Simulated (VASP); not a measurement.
# LaSi6 (P1) in VASP: a series of runs

Runs on LaSi6. Level: PBE. Tasks: single point.

Program: VASP 6.6.1. These are calculated values, not measurements. Logs are shortened: lines on timing, memory, paths and dates and some standing lists are left out, and cuts for length are marked.

**1. The cell of the first run**

The typed cell holds 7 atoms: a = 5.124 Å, b = 5.119 Å, c = 5.022 Å, α = 91.29°, β = 93.31°, γ = 92.78°.

**2. Single point, PBE**

The input, INCAR:

```
  PREC = Accurate
  ENCUT = 520
  EDIFF = 1E-6
  ISMEAR = -1
  SIGMA = 0.05
  LREAL = False
  LASPH = True
  NELM = 100
  ALGO = Normal
  ISIF = 2
  LWAVE = False
  LCHARG = True
  GGA = PE
  LELF = True
  LVHAR = True
  NBANDS = 26
```

The input, KPOINTS:

```
Automatic mesh
0
Gamma
  3 3 3
```

The input, POSCAR:

```
LaSi6
1.0
    5.1206860000     -0.1251360000     -0.1473140000
   -0.1251360000      5.1175140000     -0.0590480000
   -0.1473140000     -0.0590480000      5.0196950000
La Si
1 6
Direct
    0.9591861959      0.9942254309      0.0152390889
    0.1921794184      0.4914335382      0.4728432477
    0.5083641311      0.1865278293      0.5312647977
    0.8175350800      0.5158041121      0.5129504012
    0.5070375632      0.8160425363      0.4910996408
    0.5187068036      0.4836355837      0.1895233651
    0.4767046783      0.5197946288      0.8038608135
```

Potentials or basis: VASP PAW PBE potentials, release 64 (La, Si).

Launch:

```bash
cat potpaw_PBE.64/La/POTCAR potpaw_PBE.64/Si/POTCAR > POTCAR
mpirun -np 1 vasp_std > vasp.out
```

OUTCAR:

```text
PREC = Accurate
   ENCUT = 520
   EDIFF = 1E-6
   ISMEAR = -1
   LREAL = False
   LASPH = True
   NELM = 100
   ISIF = 2
   GGA = PE

 ion  position               nearest neighbor table
   1  0.959  0.994  0.015-
   2  0.192  0.491  0.473-   4 1.95   7 2.14   5 2.26   6 2.26   3 2.31
   3  0.508  0.187  0.531-   5 1.90   7 2.18   4 2.26   2 2.31   6 2.32
   4  0.818  0.516  0.513-   2 1.95   6 2.16   3 2.26   5 2.27   7 2.34
   5  0.507  0.816  0.491-   3 1.90   7 2.21   2 2.26   6 2.26   4 2.27
   6  0.519  0.484  0.190-   7 1.95   4 2.16   5 2.26   2 2.26   3 2.32   7 3.11
   7  0.477  0.520  0.804-   6 1.95   2 2.14   3 2.18   5 2.21   4 2.34   6 3.11

  LATTYP: Found a triclinic cell.
 ALAT       =    11.2318013786
 B/A-ratio  =     0.9926748388
 C/A-ratio  =     1.3720266629
 COS(alpha) =     0.0016391881
 COS(beta)  =     0.6105495156
 COS(gamma) =     0.7900484928

  Lattice vectors:

 A1 = (  10.1162360000,   4.8672420000,  -0.3536760000)
 A2 = (  10.0940580000,  -0.3093200000,   4.7250670000)
 A3 = (   5.1650420000,  10.2279880000, -10.3048000000)

Analysis of symmetry for initial positions (statically):
=====================================================================
 Subroutine PRICEL returns:
 Original cell was already a primitive cell.

 Routine SETGRP: Setting up the symmetry group for a
 triclinic supercell.

 Subroutine GETGRP returns: Found  1 space group operations
 (whereof  1 operations were pure point group operations)
 out of a pool of  2 trial point group operations.

The static configuration has the point symmetry C_1 .

Analysis of symmetry for dynamics (positions and initial velocities):
=====================================================================
 Subroutine PRICEL returns:
 Original cell was already a primitive cell.

 Routine SETGRP: Setting up the symmetry group for a
 triclinic supercell.

 Subroutine GETGRP returns: Found  1 space group operations
 (whereof  1 operations were pure point group operations)
 out of a pool of  2 trial point group operations.

The dynamic configuration has the point symmetry C_1 .

 Subroutine INISYM returns: Found  1 space group operations
 (whereof  1 operations are pure point group operations),
 and found     1 'primitive' translations

----------------------------------------------------------------------------------------

                                     Primitive cell

  volume of cell :     131.3323

  direct lattice vectors                    reciprocal lattice vectors
     5.120686000 -0.125136000 -0.147314000     0.195571590  0.004849097  0.005796520
    -0.125136000  5.117514000 -0.059048000     0.004849097  0.195554136  0.002442662
    -0.147314000 -0.059048000  5.019695000     0.005796520  0.002442662  0.199414136

  length of vectors
     5.124332693  5.119384262  5.022203299     0.195717553  0.195629498  0.199513318

  position of ions in fractional coordinates (direct lattice)
     0.959186196  0.994225431  0.015239089
     0.192179418  0.491433538  0.472843248
     0.508364131  0.186527829  0.531264798
     0.817535080  0.515804112  0.512950401
     0.507037563  0.816042536  0.491099641
     0.518706804  0.483635584  0.189523365
     0.476704678  0.519794629  0.803860814

  ion indices of the primitive-cell ions
   primitive index   ion index
                 1           1
                 2           2
                 3           3
                 4           4
                 5           5
                 6           6
                 7           7

----------------------------------------------------------------------------------------

 KPOINTS: Automatic mesh

Automatic generation of k-mesh.
 Grid dimensions read from file:
 generate k-points for:    3    3    3

 Generating k-lattice:

  Cartesian coordinates                     Fractional coordinates (reciprocal lattice)
     0.065190530  0.001616366  0.001932173     0.333333333 -0.000000000  0.000000000
     0.001616366  0.065184712  0.000814221     0.000000000  0.333333333 -0.000000000
     0.001932173  0.000814221  0.066471379     0.000000000 -0.000000000  0.333333333

  Length of vectors
     0.065239184  0.065209833  0.066504439

  Shift w.r.t. Gamma in fractional coordinates (k-lattice)
     0.000000000  0.000000000  0.000000000

 Subroutine IBZKPT returns following result:
 ===========================================

 Found     14 irreducible k-points:

 Following reciprocal coordinates:
            Coordinates               Weight
  0.000000  0.000000  0.000000      1.000000
  0.333333 -0.000000  0.000000      2.000000
 -0.000000  0.333333  0.000000      2.000000
  0.333333  0.333333 -0.000000      2.000000
 -0.333333  0.333333 -0.000000      2.000000
 -0.000000  0.000000  0.333333      2.000000
  0.333333 -0.000000  0.333333      2.000000
 -0.333333  0.000000  0.333333      2.000000
 -0.000000  0.333333  0.333333      2.000000
  0.333333  0.333333  0.333333      2.000000
 -0.333333  0.333333  0.333333      2.000000
  0.000000 -0.333333  0.333333      2.000000
  0.333333 -0.333333  0.333333      2.000000
 -0.333333 -0.333333  0.333333      2.000000
   k-points           NKPTS =     14   k-points in BZ     NKDIM =     14   number of bands    NBANDS=     26
   number of dos      NEDOS =    301   number of ions     NIONS =      7
   total plane-waves  NPLWV =  64000
   dimension x,y,z NGX =    40 NGY =   40 NGZ =   40
   dimension x,y,z NGXF=    80 NGYF=   80 NGZF=   80
   ions per type =               1   6
   NGX,Y,Z   is equivalent  to a cutoff of  12.98, 12.99, 13.24 a.u.
   NGXF,Y,Z  is equivalent  to a cutoff of  25.95, 25.98, 26.48 a.u.
 SYSTEM =  unknown system
   PREC   = accura    normal or accurate (medium, high low for compatibility)
   ISTART =      0    job   : 0-new  1-cont  2-samecut
   ICHARG =      2    charge: 1-file 2-atom 10-const
   ISPIN  =      1    spin polarized calculation?
   LNONCOLLINEAR =      F non collinear calculations
   LSORBIT =      F    spin-orbit coupling
   LASPH  =      T    aspherical Exc in radial PAW
   ENCUT  =  520.0 eV  38.22 Ry    6.18 a.u.   9.53  9.52  9.34*2*pi/ulx,y,z
   NELM   =    100;   NELMIN=  2; NELMDL= -5     # of ELM steps
   EDIFF  = 0.1E-05   stopping-criterion for ELM
   LREAL  =      F    real-space projection
[... 7 lines left out ...]
   TEBEG  =    0.0;   TEEND  =   0.0 temperature during run
   PSTRESS=    0.0 pullay stress
   NELECT =      35.0000    total number of electrons
   NUPDOWN=      -1.0000    fix difference up-down
   EMIN   =  10.00;   EMAX   =-10.00  energy-range for DOS
   EFERMI =   0.00;   METHOD = LEGACY
   ISMEAR =    -1;   SIGMA  =   0.05  broadening in eV -4-tet -1-fermi 0-gaus
   EFERMI_NEDOS =   21; number of points for ismear=-14 and -15
   IALGO  =     38    algorithm
   IMIX   =      4    mixing-type and parameters
     AMIX     =   0.40;   BMIX     =  1.00
     AMIX_MAG =   1.60;   BMIX_MAG =  1.00
  volume/ion in A,a.u.               =      18.76       126.61
  Fermi-wavevector in a.u.,A,eV,Ry     =   1.053514  1.990853 15.100993  1.109892
  Thomas-Fermi vector in A             =   2.188639
   LORBIT       =      0    0 simple, 1 ext, 2 COOP (PROOUT), +10 PAW based schemes
   GGA     = PE    functional components
   LHFCALC =     F    Hartree Fock is set to
   AEXX    =    0.0000 exact exchange contribution
   IVDW    =     0    specifies the selected vdW correction
   LEPSILON=     F    determine dielectric tensor
   LRPA    =     F    only Hartree local field effects (RPA)
 non-spin polarized calculation
  energy-cutoff  :      520.00
  volume of cell :      131.33
 maximum number of plane-waves:      3561
 NGX is ok and might be reduce to    40
   NGX = 19   NGY = 19   NGZ = 19

 number of electron      35.0000000 magnetization

 Free energy of the ion-electron system (eV)
  ---------------------------------------------------
  ext. energy  EPLUGINS =         0.00000000
  ---------------------------------------------------
  free energy    TOTEN  =       -27.98716003 eV

  energy without entropy =      -27.93872225  energy(sigma->0) =      -27.96294114

 E-fermi :   9.1389     XC(G=0): -10.0845

 val. band max:        9.1264390168   @ k =   0.0000   0.0000   0.0000
 cond. band min:       9.1667980716   @ k =  -0.3333  -0.3333   0.3333
 fundamental gap:      0.0403590547
 Fermi energy:         9.1388588636

 k-point     1 :       0.0000    0.0000    0.0000
  band No.  band energies     occupation
      1     -24.6612      2.00000
      2      -8.3889      2.00000
      3      -8.3713      2.00000
      4      -8.3569      2.00000
      5      -6.7299      2.00000
      6      -0.3646      2.00000
[... 18 lines left out ...]
     25      10.3708      0.00000
     26      10.3989      0.00000

 k-point     2 :       0.3333   -0.0000    0.0000
  band No.  band energies     occupation
      1     -24.6603      2.00000
      2      -8.4675      2.00000
      3      -8.3663      2.00000
      4      -8.3541      2.00000
      5      -6.4387      2.00000
      6      -2.3361      2.00000
[... 18 lines left out ...]
     25      10.3248      0.00000
     26      10.3385      0.00000

 k-point     3 :      -0.0000    0.3333    0.0000
  band No.  band energies     occupation
      1     -24.6603      2.00000
      2      -8.4554      2.00000
      3      -8.3711      2.00000
      4      -8.3633      2.00000
      5      -6.4309      2.00000
      6      -2.3942      2.00000
[... 18 lines left out ...]
     25      10.3316      0.00000
     26      10.3537      0.00000

 k-point     4 :       0.3333    0.3333   -0.0000
  band No.  band energies     occupation
      1     -24.6594      2.00000
      2      -8.4496      2.00000
      3      -8.4034      2.00000
      4      -8.3586      2.00000
      5      -6.2397      2.00000
      6      -2.3081      2.00000
[... 18 lines left out ...]
     25      10.3088      0.00000
     26      10.3398      0.00000

 k-point     5 :      -0.3333    0.3333   -0.0000
  band No.  band energies     occupation
      1     -24.6595      2.00000
      2      -8.4321      2.00000
      3      -8.4116      2.00000
      4      -8.3586      2.00000
      5      -6.2663      2.00000
      6      -2.2609      2.00000
[... 18 lines left out ...]
     25      10.2858      0.00000
     26      10.3720      0.00000

 k-point     6 :      -0.0000    0.0000    0.3333
  band No.  band energies     occupation
      1     -24.6600      2.00000
      2      -8.4659      2.00000
      3      -8.3776      2.00000
      4      -8.3506      2.00000
      5      -6.4135      2.00000
      6      -2.3376      2.00000
[... 137 lines left out ...]
 k-point    11 :      -0.3333    0.3333    0.3333
  band No.  band energies     occupation
      1     -24.6583      2.00000
      2      -8.4186      2.00000
      3      -8.4047      2.00000
      4      -8.3934      2.00000
      5      -6.0275      2.00000
      6      -2.3243      2.00000
[... 18 lines left out ...]
     25      10.3210      0.00000
     26      10.3932      0.00000

 k-point    12 :       0.0000   -0.3333    0.3333
  band No.  band energies     occupation
      1     -24.6591      2.00000
      2      -8.4374      2.00000
      3      -8.4079      2.00000
      4      -8.3632      2.00000
      5      -6.2366      2.00000
      6      -2.2518      2.00000
[... 18 lines left out ...]
     25      10.2979      0.00000
     26      10.3723      0.00000

 k-point    13 :       0.3333   -0.3333    0.3333
  band No.  band energies     occupation
      1     -24.6583      2.00000
      2      -8.4232      2.00000
      3      -8.4077      2.00000
      4      -8.3878      2.00000
      5      -6.0236      2.00000
      6      -2.3724      2.00000
[... 18 lines left out ...]
     25      10.3222      0.00000
     26      10.3883      0.00000

 k-point    14 :      -0.3333   -0.3333    0.3333
  band No.  band energies     occupation
      1     -24.6583      2.00000
      2      -8.4263      2.00000
      3      -8.4045      2.00000
      4      -8.3870      2.00000
      5      -6.0264      2.00000
      6      -2.3179      2.00000
[... 18 lines left out ...]
     25      10.3480      0.00000
     26      10.3844      0.00000

------------------------ aborting loop because EDIFF is reached ----------------------------------------

  FORCE on cell =-STRESS in cart. coord.  units (eV):
  Direction    XX          YY          ZZ          XY          YZ          ZX
  --------------------------------------------------------------------------------------
  -------------------------------------------------------------------------------------
  Total       27.4368354     28.7686620     23.7367530     -2.4070921      0.8252901     -0.2976142
  in kB      334.7132840    350.9607861    289.5744507    -29.3651103     10.0680544     -3.6307182
  external PRESSURE =     325.0828403 kB  Pullay stress =       0.0000000 kB

 VOLUME and BASIS-vectors are now :
 -----------------------------------------------------------------------------
  energy-cutoff  :      520.00
  volume of cell :      131.33
      direct lattice vectors                 reciprocal lattice vectors
     5.120686000 -0.125136000 -0.147314000     0.195571590  0.004849097  0.005796520
    -0.125136000  5.117514000 -0.059048000     0.004849097  0.195554136  0.002442662
    -0.147314000 -0.059048000  5.019695000     0.005796520  0.002442662  0.199414136

 POSITION                                       TOTAL-FORCE (eV/Angst)
 -----------------------------------------------------------------------------------
      4.78503      4.96703     -0.12351        -0.488572     -0.072243      0.160092
      0.85294      2.46295      2.31620         0.995309     -0.902266     -1.978032
      2.50157      0.85957      2.58088         0.013755      3.094816      0.370544
      4.04623      2.50704      2.42396        -1.065826      0.627688      1.719377
      2.42192      4.08366      2.34229         0.260996     -2.818197     -1.101275
      2.56769      2.39891      0.84638         0.440561     -1.303924      1.189088
      2.25759      2.55294      3.93422        -0.156223      1.374127     -0.359794
 -----------------------------------------------------------------------------------
    total drift:                               -0.000521     -0.000212      0.000208

  FREE ENERGIE OF THE ION-ELECTRON SYSTEM (eV)
  ---------------------------------------------------
  free  energy   TOTEN  =       -27.9871600298 eV

  energy  without entropy=      -27.9387222530  energy(sigma->0) =      -27.96294114
```

It took 43 s on 1 thread of Intel Xeon Platinum 8488C (Sapphire Rapids), shared host; peak memory 0.26 GiB.

Results:

| Property | Result |
| --- | --- |
| Free energy | -27.9872 eV |
| Pressure | 32.5 GPa |
| Largest force | 3.117 eV/Å |

Forces on the atoms (eV/Å):
```
La  -0.489 -0.072  0.160
Si   0.995 -0.902 -1.978
Si   0.014  3.095  0.371
Si  -1.066  0.628  1.719
Si   0.261 -2.818 -1.101
Si   0.441 -1.304  1.189
Si  -0.156  1.374 -0.360
```

Stress tensor (GPa, compression positive):
```
33.47 -2.94 -0.36
-2.94 35.10  1.01
-0.36  1.01 28.96
```

Caveat: the k points lie up to 0.42 Å⁻¹ apart; spin-orbit coupling is left out, which moves the levels of the heavy elements; forces of over 1 eV/Å act on the atoms, so gaps and moduli don't describe the material at rest.

[end of part 1 of 2]
